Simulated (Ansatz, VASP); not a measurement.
## Two plane-wave programs on Li2H

```
CELL_PARAMETERS angstrom
0.00000 0.00000 -4.92947
5.11050 0.00000 0.00000
-1.27762 -5.65081 0.00000
ATOMIC_POSITIONS crystal
Li 0.72989 0.02505 0.10021
Li 0.72989 0.52505 0.10021
Li 0.22989 0.47495 0.89979
Li 0.22989 0.97495 0.89979
Li 0.65414 0.40786 0.63143
Li 0.65414 0.90786 0.63143
Li 0.15414 0.09214 0.36857
Li 0.15414 0.59214 0.36857
H 0.54097 0.21854 0.87415
H 0.54097 0.71854 0.87415
H 0.04097 0.28146 0.12585
H 0.04097 0.78146 0.12585
```

Alike in both runs: task single point; functional PBE; k mesh 4 × 4 × 4; occupations gaussian, width 0.2 eV; no spin polarisation.

```csv
,VASP,Ansatz
version,VASP 6.6.1,Ansatz 0.2.0
potentials or method,"VASP PAW PBE potentials, release 64 (Li_sv, H), cutoff 520 eV","scalar-relativistic, plane waves, PAW"
valence electrons in the cell,28,28
```

```tsv
	VASP	Ansatz	Ansatz less VASP
gap on the k mesh at the Fermi level (eV)	none	none	-
rms of the force components (eV/Å)	0.006	0.006	-0.0002
```

Atom by atom the forces differ by 0.001 eV/Å (rms over components). A gap of «none» marks a metal or a gap that the smearing closes.

Noted on VASP's run: the cutoff is under 1.25 times that of the potentials, so the pressure is a little rough.
